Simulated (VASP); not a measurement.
# ZnBr (R-3m) in VASP: single point with PBE

Aim: the single point of ZnBr with PBE.

All numbers are computed with VASP 6.6.1; they aren't measurements. Logs are shortened: lines on timing, memory, paths and dates and some standing lists are left out, and cuts for length are marked.

**1. The cell of the first run**

Symmetry: R-3m, No. 166, trigonal system. Conventional cell: a = 3.151 Å, b = 3.151 Å, c = 15.513 Å, α = 90.00°, β = 90.00°, γ = 120.00°. Zn (site symmetry -3m) has 6 Zn at 3.15 Å and 6 Br at 3.16 Å within 4.1 Å. Br (site symmetry -3m) has 6 Br at 3.15 Å and 6 Zn at 3.16 Å within 4.1 Å.

**2. Single point, PBE**

INCAR

```
SYSTEM = ZnBr
PREC = Accurate ; ENCUT = 520
EDIFF = 1E-6 ; ISMEAR = 0
SIGMA = 0.1 ; LREAL = .FALSE.
LASPH = .TRUE. ; NELM = 80
ALGO = Normal ; ISIF = 2
LWAVE = .FALSE. ; LCHARG = .FALSE.
GGA = PE ; NBANDS = 16
```

KPOINTS

```
Automatic mesh
0
G
  6 6 6
  0 0 0
```

POSCAR

```
ZnBr
1.0
    1.5754044300      0.9095601700      5.1708781500
   -1.5754044300      0.9095601700      5.1708781500
    0.0000000000     -1.8191203500      5.1708781500
Zn Br
1 1
Direct
    0.0000000000      0.0000000000      0.0000000000
    0.5000000000      0.5000000000      0.5000000000
```

Potentials or basis: VASP PAW PBE potentials, release 64 (Zn, Br).

The run is started by

```console
cat potpaw_PBE.64/Zn/POTCAR potpaw_PBE.64/Br/POTCAR > POTCAR
mpirun -np 1 vasp_std > vasp.out
```

OUTCAR:

```text
SYSTEM = ZnBr
   PREC = Accurate
   ENCUT = 520
   EDIFF = 1E-6
   ISMEAR = 0
   LREAL = .FALSE.
   LASPH = .TRUE.
   NELM = 80
   ISIF = 2
   GGA = PE

 ion  position               nearest neighbor table
   1  0.000  0.000  0.000-
   2  0.500  0.500  0.500-

  LATTYP: Found a trigonal (rhomboedric) cell.
 ALAT       =     5.4815307774
 COS(alpha) =     0.8347998613

  Lattice vectors:

 A1 = (   1.5754044300,   0.9095601700,   5.1708781500)
 A2 = (  -1.5754044300,   0.9095601700,   5.1708781500)
 A3 = (   0.0000000000,  -1.8191203500,   5.1708781500)

Analysis of symmetry for initial positions (statically):
=====================================================================
 Subroutine PRICEL returns:
 Original cell was already a primitive cell.

 Routine SETGRP: Setting up the symmetry group for a
 trigonal (rhombohedral) supercell.

 Subroutine GETGRP returns: Found 12 space group operations
 (whereof 12 operations were pure point group operations)
 out of a pool of 12 trial point group operations.

The static configuration has the point symmetry D_3d.

Analysis of symmetry for dynamics (positions and initial velocities):
=====================================================================
 Subroutine PRICEL returns:
 Original cell was already a primitive cell.

 Routine SETGRP: Setting up the symmetry group for a
 trigonal (rhombohedral) supercell.

 Subroutine GETGRP returns: Found 12 space group operations
 (whereof 12 operations were pure point group operations)
 out of a pool of 12 trial point group operations.

The dynamic configuration has the point symmetry D_3d.

 Subroutine INISYM returns: Found 12 space group operations
 (whereof 12 operations are pure point group operations),
 and found     1 'primitive' translations

----------------------------------------------------------------------------------------

                                     Primitive cell

  volume of cell :      44.4569

  direct lattice vectors                    reciprocal lattice vectors
     1.575404430  0.909560170  5.170878150     0.317378821  0.183238747  0.064463583
    -1.575404430  0.909560170  5.170878150    -0.317378821  0.183238747  0.064463583
     0.000000000 -1.819120350  5.170878150     0.000000000 -0.366477494  0.064463583

  length of vectors
     5.481530777  5.481530777  5.481530780     0.372103894  0.372103894  0.372103893

  position of ions in fractional coordinates (direct lattice)
     0.000000000  0.000000000  0.000000000
     0.500000000  0.500000000  0.500000000

  ion indices of the primitive-cell ions
   primitive index   ion index
                 1           1
                 2           2

----------------------------------------------------------------------------------------

 KPOINTS: Automatic mesh

Automatic generation of k-mesh.
 Grid dimensions read from file:
 generate k-points for:    6    6    6

 Generating k-lattice:

  Cartesian coordinates                     Fractional coordinates (reciprocal lattice)
     0.052896470  0.030539791  0.010743931     0.166666667 -0.000000000  0.000000000
    -0.052896470  0.030539791  0.010743931    -0.000000000  0.166666667  0.000000000
     0.000000000 -0.061079582  0.010743930     0.000000000  0.000000000  0.166666667

  Length of vectors
     0.062017316  0.062017316  0.062017316

  Shift w.r.t. Gamma in fractional coordinates (k-lattice)
     0.000000000  0.000000000  0.000000000

 Subroutine IBZKPT returns following result:
 ===========================================

 Found     32 irreducible k-points:

 Following reciprocal coordinates:
            Coordinates               Weight
  0.000000  0.000000  0.000000      1.000000
  0.166667 -0.000000 -0.000000      6.000000
  0.333333  0.000000  0.000000      6.000000
  0.500000  0.000000  0.000000      3.000000
  0.166667  0.166667 -0.000000      6.000000
  0.333333  0.166667  0.000000     12.000000
[... 16 lines left out ...]
  0.500000  0.500000  0.166667      6.000000
 -0.333333  0.500000  0.166667     12.000000
 [... further k-points ...]
   k-points           NKPTS =     32   k-points in BZ     NKDIM =     32   number of bands    NBANDS=     16
   number of dos      NEDOS =    301   number of ions     NIONS =      2
   total plane-waves  NPLWV =  74088
   dimension x,y,z NGX =    42 NGY =   42 NGZ =   42
   dimension x,y,z NGXF=    84 NGYF=   84 NGZF=   84
   ions per type =               1   1
   NGX,Y,Z   is equivalent  to a cutoff of  12.74, 12.74, 12.74 a.u.
   NGXF,Y,Z  is equivalent  to a cutoff of  25.48, 25.48, 25.48 a.u.
 SYSTEM =  ZnBr
   PREC   = accura    normal or accurate (medium, high low for compatibility)
   ISTART =      0    job   : 0-new  1-cont  2-samecut
   ICHARG =      2    charge: 1-file 2-atom 10-const
   ISPIN  =      1    spin polarized calculation?
   LNONCOLLINEAR =      F non collinear calculations
   LSORBIT =      F    spin-orbit coupling
   LASPH  =      T    aspherical Exc in radial PAW
   ENCUT  =  520.0 eV  38.22 Ry    6.18 a.u.  10.19 10.19 10.19*2*pi/ulx,y,z
   NELM   =     80;   NELMIN=  2; NELMDL= -5     # of ELM steps
   EDIFF  = 0.1E-05   stopping-criterion for ELM
   LREAL  =      F    real-space projection
   EDIFFG = 0.1E-04   stopping-criterion for IOM
   NSW    =      0    number of steps for IOM
   IBRION =     -1    ionic relax: 0-MD 1-quasi-New 2-CG
   NFREE  =      0    steps in history (QN), initial steepest desc. (CG)
   ISIF   =      2    stress and relaxation
   ISYM   =      2    0-nonsym 1-usesym 2-fastsym
   POTIM  = 0.5000    time-step for ionic-motion
   TEBEG  =    0.0;   TEEND  =   0.0 temperature during run
   PSTRESS=    0.0 pullay stress
   NELECT =      19.0000    total number of electrons
   NUPDOWN=      -1.0000    fix difference up-down
   EMIN   =  10.00;   EMAX   =-10.00  energy-range for DOS
   EFERMI =   0.00;   METHOD = LEGACY
   ISMEAR =     0;   SIGMA  =   0.10  broadening in eV -4-tet -1-fermi 0-gaus
   EFERMI_NEDOS =   21; number of points for ismear=-14 and -15
   IALGO  =     38    algorithm
   IMIX   =      4    mixing-type and parameters
     AMIX     =   0.40;   BMIX     =  1.00
     AMIX_MAG =   1.60;   BMIX_MAG =  1.00
  volume/ion in A,a.u.               =      22.23       150.00
  Fermi-wavevector in a.u.,A,eV,Ry     =   1.233142  2.330300 20.689545  1.520639
  Thomas-Fermi vector in A             =   2.367884
   LORBIT       =      0    0 simple, 1 ext, 2 COOP (PROOUT), +10 PAW based schemes
   GGA     = PE    functional components
   LHFCALC =     F    Hartree Fock is set to
   AEXX    =    0.0000 exact exchange contribution
   IVDW    =     0    specifies the selected vdW correction
   LEPSILON=     F    determine dielectric tensor
   LRPA    =     F    only Hartree local field effects (RPA)
 non-spin polarized calculation
 Gauss-broadening in eV      SIGMA  =   0.10
  energy-cutoff  :      520.00
  volume of cell :       44.46
 maximum number of plane-waves:      1213
 NGX is ok and might be reduce to    42
   NGX = 21   NGY = 21   NGZ = 21

 number of electron      19.0000001 magnetization

 Free energy of the ion-electron system (eV)
  ---------------------------------------------------
  ext. energy  EPLUGINS =         0.00000000
  ---------------------------------------------------
  free energy    TOTEN  =        -2.08551942 eV

  energy without entropy =       -2.07701167  energy(sigma->0) =       -2.08126555

 E-fermi :   2.2905     XC(G=0):  -9.8656

 val. band max:        2.1279639550   @ k =   0.5000   0.5000   0.1667
 cond. band min:       2.3282792500   @ k =   0.5000   0.1667   0.0000
 fundamental gap:      0.2003152950
 Fermi energy:         2.2905433492

 k-point     1 :       0.0000    0.0000    0.0000
  band No.  band energies     occupation
      1     -13.6734      2.00000
      2      -4.4636      2.00000
      3      -4.2517      2.00000
      4      -4.2517      2.00000
      5      -4.0664      2.00000
      6      -4.0664      2.00000
[... 8 lines left out ...]
     15      15.1011      0.00000
     16      15.1011      0.00000

 k-point     2 :       0.1667   -0.0000   -0.0000
  band No.  band energies     occupation
      1     -13.3541      2.00000
      2      -4.3753      2.00000
      3      -4.2662      2.00000
      4      -4.1851      2.00000
      5      -4.1811      2.00000
      6      -4.0807      2.00000
[... 8 lines left out ...]
     15      14.0125      0.00000
     16      15.5945      0.00000

 k-point     3 :       0.3333    0.0000    0.0000
  band No.  band energies     occupation
      1     -12.5905      2.00000
      2      -4.4505      2.00000
      3      -4.3393      2.00000
      4      -4.1904      2.00000
      5      -4.1101      2.00000
      6      -4.0348      2.00000
[... 8 lines left out ...]
     15      14.2399      0.00000
     16      15.0812      0.00000

 k-point     4 :       0.5000    0.0000    0.0000
  band No.  band energies     occupation
      1     -12.1107      2.00000
      2      -4.5115      2.00000
      3      -4.4510      2.00000
      4      -4.2606      2.00000
      5      -4.1251      2.00000
      6      -3.9590      2.00000
[... 8 lines left out ...]
     15      13.2873      0.00000
     16      15.7584      0.00000

 k-point     5 :       0.1667    0.1667   -0.0000
  band No.  band energies     occupation
      1     -13.3507      2.00000
      2      -4.3726      2.00000
      3      -4.2616      2.00000
      4      -4.1849      2.00000
      5      -4.1814      2.00000
      6      -4.0784      2.00000
[... 8 lines left out ...]
     15      13.8825      0.00000
     16      15.7261      0.00000

 k-point     6 :       0.3333    0.1667    0.0000
  band No.  band energies     occupation
      1     -12.8004      2.00000
      2      -4.3342      2.00000
      3      -4.2700      2.00000
      4      -4.2632      2.00000
      5      -4.1178      2.00000
      6      -4.0744      2.00000
[... 8 lines left out ...]
     15      13.8718      0.00000
     16      14.8948      0.00000

 k-point     7 :       0.5000    0.1667    0.0000
  band No.  band energies     occupation
      1     -12.1287      2.00000
      2      -4.4048      2.00000
      3      -4.3455      2.00000
      4      -4.2083      2.00000
      5      -4.1543      2.00000
      6      -4.0466      2.00000
[... 8 lines left out ...]
     15      13.6945      0.00000
     16      16.1570      0.00000

 k-point     8 :      -0.3333    0.1667    0.0000
  band No.  band energies     occupation
      1     -12.1329      2.00000
      2      -4.4088      2.00000
      3      -4.3505      2.00000
      4      -4.2211      2.00000
      5      -4.1413      2.00000
      6      -4.0427      2.00000
[... 8 lines left out ...]
     15      14.0266      0.00000
     16      16.5563      0.00000

 k-point     9 :      -0.1667    0.1667    0.0000
  band No.  band energies     occupation
      1     -12.8079      2.00000
      2      -4.3410      2.00000
      3      -4.2766      2.00000
      4      -4.2676      2.00000
      5      -4.1208      2.00000
      6      -4.0688      2.00000
[... 8 lines left out ...]
     15      13.9936      0.00000
     16      15.9036      0.00000
[... 172 lines left out ...]
 k-point    19 :       0.3333    0.3333    0.1667
  band No.  band energies     occupation
      1     -13.3306      2.00000
      2      -4.3819      2.00000
      3      -4.2591      2.00000
      4      -4.1821      2.00000
      5      -4.1763      2.00000
      6      -4.0776      2.00000
[... 8 lines left out ...]
     15      13.8129      0.00000
     16      15.9452      0.00000

 k-point    20 :       0.5000    0.3333    0.1667
  band No.  band energies     occupation
      1     -12.7853      2.00000
      2      -4.3219      2.00000
      3      -4.2640      2.00000
      4      -4.2283      2.00000
      5      -4.1167      2.00000
      6      -4.0897      2.00000
[... 8 lines left out ...]
     15      12.9680      0.00000
     16      13.9943      0.00000

 k-point    21 :      -0.3333    0.3333    0.1667
  band No.  band energies     occupation
      1     -12.1252      2.00000
      2      -4.3833      2.00000
      3      -4.2960      2.00000
      4      -4.1854      2.00000
      5      -4.1482      2.00000
      6      -4.0505      2.00000
[... 8 lines left out ...]
     15      12.0486      0.00000
     16      14.0619      0.00000

 k-point    22 :      -0.1667    0.3333    0.1667
  band No.  band energies     occupation
      1     -12.1336      2.00000
      2      -4.3796      2.00000
      3      -4.3264      2.00000
      4      -4.2004      2.00000
      5      -4.1290      2.00000
      6      -4.0425      2.00000
[... 8 lines left out ...]
     15      13.3865      0.00000
     16      14.4982      0.00000

 k-point    23 :       0.5000    0.5000    0.1667
  band No.  band energies     occupation
      1     -12.5749      2.00000
      2      -4.4273      2.00000
      3      -4.2205      2.00000
      4      -4.1444      2.00000
      5      -4.1017      2.00000
      6      -4.0354      2.00000
[... 8 lines left out ...]
     15      12.1230      0.00000
     16      15.4873      0.00000

 k-point    24 :      -0.3333    0.5000    0.1667
  band No.  band energies     occupation
      1     -12.1259      2.00000
      2      -4.3706      2.00000
      3      -4.2397      2.00000
      4      -4.1726      2.00000
      5      -4.1336      2.00000
      6      -4.0519      2.00000
[... 8 lines left out ...]
     15      12.3636      0.00000
     16      12.7768      0.00000

 [... further k-points ...]
[... 5 lines left out ...]
  --------------------------------------------------------------------------------------
  -------------------------------------------------------------------------------------
  Total        0.6853876      0.6853876      0.4772255      0.0000000     -0.0000000      0.0000000
  in kB       24.7006139     24.7006140     17.1986831      0.0000000     -0.0000000      0.0000000
  external PRESSURE =      22.1999704 kB  Pullay stress =       0.0000000 kB

 VOLUME and BASIS-vectors are now :
 -----------------------------------------------------------------------------
  energy-cutoff  :      520.00
  volume of cell :       44.46
      direct lattice vectors                 reciprocal lattice vectors
     1.575404430  0.909560170  5.170878150     0.317378821  0.183238747  0.064463583
    -1.575404430  0.909560170  5.170878150    -0.317378821  0.183238747  0.064463583
     0.000000000 -1.819120350  5.170878150     0.000000000 -0.366477494  0.064463583

 POSITION                                       TOTAL-FORCE (eV/Angst)
 -----------------------------------------------------------------------------------
      0.00000      0.00000      0.00000        -0.000000     -0.000000     -0.000000
      0.00000     -0.00000      7.75632         0.000000      0.000000      0.000000
 -----------------------------------------------------------------------------------
    total drift:                                0.000000      0.000000      0.000000

  FREE ENERGIE OF THE ION-ELECTRON SYSTEM (eV)
  ---------------------------------------------------
  free  energy   TOTEN  =        -2.0855194246 eV

  energy  without entropy=       -2.0770116664  energy(sigma->0) =       -2.08126555
```

Run time: 53 s. Hardware: 1 thread of Intel Xeon Platinum 8488C (Sapphire Rapids), shared host; peak memory 0.25 GiB.

What came out:

```
Free energy : -2.0855 eV
Pressure    : 2.2 GPa
```

Stress tensor (GPa, compression positive):
```
2.47 0.00 0.00
0.00 2.47 0.00
0.00 0.00 1.72
```

Caveat: the k points lie up to 0.39 Å⁻¹ apart; an odd number of electrons without spin polarisation forces a metal; a magnetic or distorted state may lie lower.
